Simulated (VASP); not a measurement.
# Ba2NF (R-3m) in VASP: a series of runs

Runs on Ba2NF. Level: LDA. Tasks: single point.

Program: VASP 6.6.1. These are calculated values, not measurements. Logs are shortened: lines on timing, memory, paths and dates and some standing lists are left out, and cuts for length are marked.

### Step 1. The cell of the first run

It takes space group R-3m (No. 166, trigonal). The conventional cell has a = 3.861 Å, b = 3.861 Å, c = 18.423 Å, α = 90.00°, β = 90.00°, γ = 120.00°. Within 3.6 Å of Ba (site symmetry 3m) lie 3 N at 2.63 Å and 3 F at 2.79 Å and 3 Ba at 3.57 Å. N (site symmetry -3m) has 6 Ba at 2.63 Å within 3.5 Å. Within 3.9 Å of F (site symmetry -3m) lie 6 Ba at 2.79 Å and 6 N at 3.79 Å and 6 F at 3.86 Å.

### Step 2. Single point, LDA (strain -0.040 along x and y, -0.080 along z)

Input file INCAR:

```
PREC     = Accurate       # precision mode
ENCUT    = 520            # plane-wave cutoff, eV
EDIFF    = 1E-7           # SCF threshold, eV
ISMEAR   = 0              # smearing method
SIGMA    = 0.05           # smearing width, eV
LREAL    = False          # projectors in reciprocal space
LASPH    = True           # aspherical terms in the spheres
NELM     = 60             # most SCF steps
ALGO     = Normal         # electronic algorithm
ISIF     = 2              # what is computed and relaxed
LWAVE    = False          # write WAVECAR
LCHARG   = True           # write CHGCAR
GGA      = CA             # functional
LELF     = True           # ELF
LVHAR    = True         
NBANDS   = 24             # bands
```

Input file KPOINTS:

```
regular mesh
0
Gamma
  9 9 9
```

Input file POSCAR:

```
Ba2NF
1.0
    1.9303895273      1.1145109133      6.1410948888
   -1.9303895273      1.1145109133      6.1410948888
    0.0000000000     -2.2290218265      6.1410948888
Ba N F
2 1 1
Direct
    0.7576400200      0.7576400200      0.7576400200
    0.2423599800      0.2423599800      0.2423599800
    0.5000000000      0.5000000000      0.5000000000
    0.0000000000      0.0000000000      0.0000000000
```

Potentials or basis: VASP PAW LDA potentials, release 64 (Ba_sv, N, F).

Started as:

```
cat potpaw_LDA.64/Ba_sv/POTCAR potpaw_LDA.64/N/POTCAR potpaw_LDA.64/F/POTCAR > POTCAR
mpirun -np 1 vasp_std > vasp.out
```

OUTCAR:

```text
PREC = Accurate
   ENCUT = 520
   EDIFF = 1E-7
   ISMEAR = 0
   LREAL = False
   LASPH = True
   NELM = 60
   ISIF = 2
   GGA = CA

 ion  position               nearest neighbor table
   1  0.758  0.758  0.758-   3 2.63   3 2.63   3 2.63   4 2.79   4 2.79   4 2.79   2 3.57   2 3.57
                             2 3.57   2 4.03   2 4.03   2 4.03
   2  0.242  0.242  0.242-   3 2.63   3 2.63   3 2.63   4 2.79   4 2.79   4 2.79   1 3.57   1 3.57
                             1 3.57   1 4.03   1 4.03   1 4.03
   3  0.500  0.500  0.500-   2 2.63   2 2.63   1 2.63   1 2.63   2 2.63   1 2.63
   4  0.000  0.000  0.000-   1 2.79   1 2.79   2 2.79   2 2.79   1 2.79   2 2.79

  LATTYP: Found a trigonal (rhomboedric) cell.
 ALAT       =     6.5331144744
 COS(alpha) =     0.8253858778

  Lattice vectors:

 A1 = (   1.9303895273,   1.1145109133,   6.1410948888)
 A2 = (  -1.9303895273,   1.1145109133,   6.1410948888)
 A3 = (   0.0000000000,  -2.2290218265,   6.1410948888)

Analysis of symmetry for initial positions (statically):
=====================================================================
 Subroutine PRICEL returns:
 Original cell was already a primitive cell.

 Routine SETGRP: Setting up the symmetry group for a
 trigonal (rhombohedral) supercell.

 Subroutine GETGRP returns: Found 12 space group operations
 (whereof 12 operations were pure point group operations)
 out of a pool of 12 trial point group operations.

The static configuration has the point symmetry D_3d.

Analysis of symmetry for dynamics (positions and initial velocities):
=====================================================================
 Subroutine PRICEL returns:
 Original cell was already a primitive cell.

 Routine SETGRP: Setting up the symmetry group for a
 trigonal (rhombohedral) supercell.

 Subroutine GETGRP returns: Found 12 space group operations
 (whereof 12 operations were pure point group operations)
 out of a pool of 12 trial point group operations.

The dynamic configuration has the point symmetry D_3d.

 Subroutine INISYM returns: Found 12 space group operations
 (whereof 12 operations are pure point group operations),
 and found     1 'primitive' translations

----------------------------------------------------------------------------------------

                                     Primitive cell

  volume of cell :      79.2732

  direct lattice vectors                    reciprocal lattice vectors
     1.930389527  1.114510913  6.141094889     0.259015081  0.149542427  0.054279137
    -1.930389527  1.114510913  6.141094889    -0.259015081  0.149542427  0.054279137
     0.000000000 -2.229021826  6.141094889     0.000000000 -0.299084854  0.054279137

  length of vectors
     6.533114474  6.533114474  6.533114474     0.303970351  0.303970351  0.303970351

  position of ions in fractional coordinates (direct lattice)
     0.757640020  0.757640020  0.757640020
     0.242359980  0.242359980  0.242359980
     0.500000000  0.500000000  0.500000000
     0.000000000  0.000000000  0.000000000

  ion indices of the primitive-cell ions
   primitive index   ion index
                 1           1
                 2           2
                 3           3
                 4           4

----------------------------------------------------------------------------------------

 KPOINTS: regular mesh

Automatic generation of k-mesh.
 Grid dimensions read from file:
 generate k-points for:    9    9    9

 Generating k-lattice:

  Cartesian coordinates                     Fractional coordinates (reciprocal lattice)
     0.028779453  0.016615825  0.006031015     0.111111111  0.000000000  0.000000000
    -0.028779453  0.016615825  0.006031015     0.000000000  0.111111111  0.000000000
     0.000000000 -0.033231650  0.006031015    -0.000000000 -0.000000000  0.111111111

  Length of vectors
     0.033774483  0.033774483  0.033774483

  Shift w.r.t. Gamma in fractional coordinates (k-lattice)
     0.000000000  0.000000000  0.000000000

 Subroutine IBZKPT returns following result:
 ===========================================

 Found     85 irreducible k-points:

 Following reciprocal coordinates:
            Coordinates               Weight
  0.000000  0.000000  0.000000      1.000000
  0.111111  0.000000  0.000000      6.000000
  0.222222 -0.000000  0.000000      6.000000
  0.333333 -0.000000  0.000000      6.000000
  0.444444 -0.000000  0.000000      6.000000
  0.111111  0.111111  0.000000      6.000000
[... 16 lines left out ...]
 -0.333333  0.333333  0.000000      6.000000
  0.444444  0.444444  0.000000      6.000000
 [... further k-points ...]
   k-points           NKPTS =     85   k-points in BZ     NKDIM =     85   number of bands    NBANDS=     24
   number of dos      NEDOS =    301   number of ions     NIONS =      4
   total plane-waves  NPLWV = 125000
   dimension x,y,z NGX =    50 NGY =   50 NGZ =   50
   dimension x,y,z NGXF=   100 NGYF=  100 NGZF=  100
   ions per type =               2   1   1
   NGX,Y,Z   is equivalent  to a cutoff of  12.72, 12.72, 12.72 a.u.
   NGXF,Y,Z  is equivalent  to a cutoff of  25.45, 25.45, 25.45 a.u.
 SYSTEM =  unknown system
   PREC   = accura    normal or accurate (medium, high low for compatibility)
   ISTART =      0    job   : 0-new  1-cont  2-samecut
   ICHARG =      2    charge: 1-file 2-atom 10-const
   ISPIN  =      1    spin polarized calculation?
   LNONCOLLINEAR =      F non collinear calculations
   LSORBIT =      F    spin-orbit coupling
   LASPH  =      T    aspherical Exc in radial PAW
   ENCUT  =  520.0 eV  38.22 Ry    6.18 a.u.  12.15 12.15 12.15*2*pi/ulx,y,z
   NELM   =     60;   NELMIN=  2; NELMDL= -5     # of ELM steps
   EDIFF  = 0.1E-06   stopping-criterion for ELM
   LREAL  =      F    real-space projection
   EDIFFG = 0.1E-05   stopping-criterion for IOM
   NSW    =      0    number of steps for IOM
   IBRION =     -1    ionic relax: 0-MD 1-quasi-New 2-CG
   NFREE  =      0    steps in history (QN), initial steepest desc. (CG)
   ISIF   =      2    stress and relaxation
   ISYM   =      2    0-nonsym 1-usesym 2-fastsym
   POTIM  = 0.5000    time-step for ionic-motion
   TEBEG  =    0.0;   TEEND  =   0.0 temperature during run
   PSTRESS=    0.0 pullay stress
   NELECT =      32.0000    total number of electrons
   NUPDOWN=      -1.0000    fix difference up-down
   EMIN   =  10.00;   EMAX   =-10.00  energy-range for DOS
   EFERMI =   0.00;   METHOD = LEGACY
   ISMEAR =     0;   SIGMA  =   0.05  broadening in eV -4-tet -1-fermi 0-gaus
   EFERMI_NEDOS =   21; number of points for ismear=-14 and -15
   IALGO  =     38    algorithm
   IMIX   =      4    mixing-type and parameters
     AMIX     =   0.40;   BMIX     =  1.00
     AMIX_MAG =   1.60;   BMIX_MAG =  1.00
  volume/ion in A,a.u.               =      19.82       133.74
  Fermi-wavevector in a.u.,A,eV,Ry     =   1.209900  2.286379 19.916988  1.463857
  Thomas-Fermi vector in A             =   2.345463
   LORBIT       =      0    0 simple, 1 ext, 2 COOP (PROOUT), +10 PAW based schemes
   GGA     = CA    functional components
   LHFCALC =     F    Hartree Fock is set to
   AEXX    =    0.0000 exact exchange contribution
   IVDW    =     0    specifies the selected vdW correction
   LEPSILON=     F    determine dielectric tensor
   LRPA    =     F    only Hartree local field effects (RPA)
 non-spin polarized calculation
 Gauss-broadening in eV      SIGMA  =   0.05
  energy-cutoff  :      520.00
  volume of cell :       79.27
 maximum number of plane-waves:      2151
 NGX is ok and might be reduce to    50
   NGX = 25   NGY = 25   NGZ = 25

 number of electron      31.9999995 magnetization

 Free energy of the ion-electron system (eV)
  ---------------------------------------------------
  ext. energy  EPLUGINS =         0.00000000
  ---------------------------------------------------
  free energy    TOTEN  =       -22.86298620 eV

  energy without entropy =      -22.86298620  energy(sigma->0) =      -22.86298620

 E-fermi :   3.5253     XC(G=0): -10.3712

 val. band max:        3.3130454413   @ k =  -0.4444   0.4444   0.0000
 cond. band min:       3.7648411317   @ k =  -0.4444  -0.4444   0.1111
 fundamental gap:      0.4517956904
 Fermi energy:         3.5252962085

 k-point     1 :       0.0000    0.0000    0.0000
  band No.  band energies     occupation
      1     -23.6122      2.00000
      2     -23.1129      2.00000
      3     -20.2307      2.00000
      4     -10.4589      2.00000
      5      -8.1066      2.00000
      6      -8.1066      2.00000
[... 16 lines left out ...]
     23       9.2011      0.00000
     24       9.9112      0.00000

 k-point     2 :       0.1111    0.0000    0.0000
  band No.  band energies     occupation
      1     -23.5709      2.00000
      2     -23.1029      2.00000
      3     -20.2408      2.00000
      4     -10.4523      2.00000
      5      -8.3885      2.00000
      6      -8.1650      2.00000
[... 16 lines left out ...]
     23       9.2711      0.00000
     24       9.8795      0.00000

 k-point     3 :       0.2222   -0.0000    0.0000
  band No.  band energies     occupation
      1     -23.4601      2.00000
      2     -23.0804      2.00000
      3     -20.2697      2.00000
      4     -10.4349      2.00000
      5      -8.9957      2.00000
      6      -8.4119      2.00000
[... 16 lines left out ...]
     23       9.6340      0.00000
     24      10.4217      0.00000
[... 514 lines left out ...]
 k-point    23 :      -0.3333    0.3333    0.0000
  band No.  band energies     occupation
      1     -23.0961      2.00000
      2     -23.0961      2.00000
      3     -20.3647      2.00000
      4     -10.5732      2.00000
      5      -9.4548      2.00000
      6      -9.3028      2.00000
[... 16 lines left out ...]
     23      10.8012      0.00000
     24      11.1342      0.00000

 k-point    24 :       0.4444    0.4444    0.0000
  band No.  band energies     occupation
      1     -23.1994      2.00000
      2     -23.0716      2.00000
      3     -20.3426      2.00000
      4     -10.6470      2.00000
      5      -9.8477      2.00000
      6      -8.7412      2.00000
[... 16 lines left out ...]
     23      10.9054      0.00000
     24      11.3250      0.00000

 [... further k-points ...]

------------------------ aborting loop because EDIFF is reached ----------------------------------------

  FORCE on cell =-STRESS in cart. coord.  units (eV):
  Direction    XX          YY          ZZ          XY          YZ          ZX
  --------------------------------------------------------------------------------------
  -------------------------------------------------------------------------------------
  Total        4.0673374      4.0673374      5.3473353      0.0000000      0.0000000      0.0000000
  in kB       82.2042829     82.2042830    108.0741087      0.0000000      0.0000000      0.0000000
  external PRESSURE =      90.8275582 kB  Pullay stress =       0.0000000 kB

 VOLUME and BASIS-vectors are now :
 -----------------------------------------------------------------------------
  energy-cutoff  :      520.00
  volume of cell :       79.27
      direct lattice vectors                 reciprocal lattice vectors
     1.930389527  1.114510913  6.141094889     0.259015081  0.149542427  0.054279137
    -1.930389527  1.114510913  6.141094889    -0.259015081  0.149542427  0.054279137
     0.000000000 -2.229021826  6.141094889     0.000000000 -0.299084854  0.054279137

 POSITION                                       TOTAL-FORCE (eV/Angst)
 -----------------------------------------------------------------------------------
      0.00000      0.00000     13.95822         0.000000     -0.000000     -1.076870
      0.00000      0.00000      4.46507         0.000000      0.000000      1.076870
      0.00000      0.00000      9.21164         0.000000      0.000000     -0.000000
      0.00000      0.00000      0.00000        -0.000000      0.000000     -0.000000
 -----------------------------------------------------------------------------------
    total drift:                                0.000000      0.000000     -0.000000

  FREE ENERGIE OF THE ION-ELECTRON SYSTEM (eV)
  ---------------------------------------------------
  free  energy   TOTEN  =       -22.8629861997 eV

  energy  without entropy=      -22.8629861997  energy(sigma->0) =      -22.86298620
```

Run time: 12 min. Hardware: 1 thread of Intel Xeon 8259CL, shared host; peak memory 0.37 GiB.

Results:

- Free energy: -22.8630 eV
- Pressure: 9.1 GPa
- Largest force: 1.077 eV/Å
- Band gap on the k mesh: 0.45 eV (least direct gap 0.50 eV)

Forces on the atoms (eV/Å):
```
Ba   0.000  0.000 -1.077
Ba   0.000  0.000  1.077
N    0.000  0.000  0.000
F    0.000  0.000  0.000
```

Levels at points of the mesh, in eV from the valence-band top:
```tsv
k point	band 14	band 15	band 16	band 17	band 18	band 19
(0.00, 0.00, 0.00)	-1.54	-0.90	-0.90	2.19	3.20	3.20
```

Caveat: the cell differs from its parent crystal (strain -0.040 along x and y, -0.080 along z); the cell stands under pressure; spin-orbit coupling is left out, which moves the levels of the heavy elements; an odd mesh through Γ misses points on the zone boundary, where band edges can lie; forces of over 1 eV/Å act on the atoms, so gaps and moduli don't describe the material at rest.

### Step 3. Single point, LDA (strain -0.080 along x and y, +0.040 along z)

Input file INCAR:

```
SYSTEM = Ba2NF
PREC = Accurate
ENCUT = 520
EDIFF = 1E-7
ISMEAR = 0
SIGMA = 0.05
LREAL = .False.
LASPH = .True.
NELM = 80
ALGO = Normal
ISIF = 2
LWAVE = .False.
LCHARG = .False.
NBANDS = 24
```

Input file KPOINTS:

```
Automatic mesh
0
Gamma
  9 9 9
  0 0 0
```

Input file POSCAR:

```
Ba2NF
1.0
    1.8499566304      1.0680729585      6.9421072656
   -1.8499566304      1.0680729585      6.9421072656
    0.0000000000     -2.1361459170      6.9421072656
Ba N F
2 1 1
Direct
    0.7576400200      0.7576400200      0.7576400200
    0.2423599800      0.2423599800      0.2423599800
    0.5000000000      0.5000000000      0.5000000000
    0.0000000000      0.0000000000      0.0000000000
```

Potentials or basis: VASP PAW LDA potentials, release 64 (Ba_sv, N, F).

Started as:

```
cat potpaw_LDA.64/Ba_sv/POTCAR potpaw_LDA.64/N/POTCAR potpaw_LDA.64/F/POTCAR > POTCAR
mpirun -np 1 vasp_std > vasp.out
```

OUTCAR:

```text
SYSTEM = Ba2NF
   PREC = Accurate
   ENCUT = 520
   EDIFF = 1E-7
   ISMEAR = 0
   LREAL = .False.
   LASPH = .True.
   NELM = 80
   ISIF = 2

 ion  position               nearest neighbor table
   1  0.758  0.758  0.758-   3 2.65   3 2.65   3 2.65   4 2.86   4 2.86   4 2.86   2 3.81   2 3.81
                             2 3.81   2 4.35   2 4.35   2 4.35
   2  0.242  0.242  0.242-   3 2.65   3 2.65   3 2.65   4 2.86   4 2.86   4 2.86   1 3.81   1 3.81
                             1 3.81   1 4.35   1 4.35   1 4.35
   3  0.500  0.500  0.500-   2 2.65   1 2.65   2 2.65   2 2.65   1 2.65   1 2.65
   4  0.000  0.000  0.000-   1 2.86   2 2.86   1 2.86   1 2.86   2 2.86   2 2.86
[... 852 lines left out ...]
  -------------------------------------------------------------------------------------
  Total        3.4930150      3.4930150     -0.4492334      0.0000000     -0.0000000      0.0000000
  in kB       67.9995437     67.9995437     -8.7453571      0.0000000     -0.0000000      0.0000000
  external PRESSURE =      42.4179101 kB  Pullay stress =       0.0000000 kB

 VOLUME and BASIS-vectors are now :
 -----------------------------------------------------------------------------
  energy-cutoff  :      520.00
  volume of cell :       82.30
      direct lattice vectors                 reciprocal lattice vectors
     1.849956630  1.068072958  6.942107266     0.270276606  0.156044271  0.048016160
    -1.849956630  1.068072958  6.942107266    -0.270276606  0.156044271  0.048016160
     0.000000000 -2.136145917  6.942107266     0.000000000 -0.312088543  0.048016160

 POSITION                                       TOTAL-FORCE (eV/Angst)
 -----------------------------------------------------------------------------------
      0.00000      0.00000     15.77885         0.000000     -0.000000      0.076205
      0.00000      0.00000      5.04747         0.000000     -0.000000     -0.076205
      0.00000      0.00000     10.41316        -0.000000      0.000000      0.000000
      0.00000      0.00000      0.00000         0.000000     -0.000000     -0.000000
 -----------------------------------------------------------------------------------
    total drift:                               -0.000000     -0.000000     -0.000000

  FREE ENERGIE OF THE ION-ELECTRON SYSTEM (eV)
  ---------------------------------------------------
  free  energy   TOTEN  =       -22.8953606110 eV

  energy  without entropy=      -22.8953606109  energy(sigma->0) =      -22.89536061
```

OSZICAR:

```text
N       E                     dE             d eps       ncg     rms          rms(c)
DAV:   1     0.184802875154E+03    0.18480E+03   -0.14992E+04  4080   0.122E+03
DAV:   2    -0.182789114614E+02   -0.20308E+03   -0.18795E+03  6032   0.248E+02
DAV:   3    -0.283970508305E+02   -0.10118E+02   -0.10015E+02  5408   0.566E+01
DAV:   4    -0.287131282955E+02   -0.31608E+00   -0.31596E+00  5784   0.776E+00
DAV:   5    -0.287163962346E+02   -0.32679E-02   -0.32678E-02  5480   0.774E-01    0.135E+01
DAV:   6    -0.235080536931E+02    0.52083E+01   -0.26364E+01  4304   0.277E+01    0.915E+00
DAV:   7    -0.230518240491E+02    0.45623E+00   -0.26018E+00  5168   0.820E+00    0.371E+00
DAV:   8    -0.229042586770E+02    0.14757E+00   -0.42556E-01  4408   0.373E+00    0.130E+00
DAV:   9    -0.228951332575E+02    0.91254E-02   -0.36016E-02  6032   0.111E+00    0.555E-01
DAV:  10    -0.228962790205E+02   -0.11458E-02   -0.75603E-03  4592   0.606E-01    0.176E-01
DAV:  11    -0.228955842084E+02    0.69481E-03   -0.11191E-03  5744   0.206E-01    0.886E-02
DAV:  12    -0.228953980900E+02    0.18612E-03   -0.32494E-04  4648   0.111E-01    0.356E-02
DAV:  13    -0.228953606137E+02    0.37476E-04   -0.19273E-04  5336   0.852E-02    0.157E-02
DAV:  14    -0.228953620171E+02   -0.14033E-05   -0.15232E-05  4816   0.231E-02    0.912E-03
DAV:  15    -0.228953609568E+02    0.10603E-05   -0.64740E-06  5208   0.140E-02    0.593E-03
DAV:  16    -0.228953605990E+02    0.35781E-06   -0.69296E-07  4784   0.552E-03    0.879E-04
DAV:  17    -0.228953606110E+02   -0.11970E-07   -0.74889E-08  3256   0.178E-03
   1 F= -.22895361E+02 E0= -.22895361E+02  d E =-.696348E-11
```

Wall time 17 min (1 thread of Intel Xeon 8259CL, shared host); peak memory 0.4 GiB.

What came out:

| Quantity | Value |
| --- | --- |
| Free energy | -22.8954 eV |
| Pressure | 4.2 GPa |
| Largest force | 0.076 eV/Å |
| Band gap on the k mesh | 0.76 eV |

Forces in eV/Å, atoms in the order of the input:
```
Ba   0.000  0.000  0.076
Ba   0.000  0.000 -0.076
N    0.000  0.000  0.000
F    0.000  0.000  0.000
```

Caveat: the cell differs from its parent crystal (strain -0.080 along x and y, +0.040 along z); the cell stands under pressure; spin-orbit coupling is left out, which moves the levels of the heavy elements; an odd mesh through Γ misses points on the zone boundary, where band edges can lie.

(Part 1 of 2 ends here.)
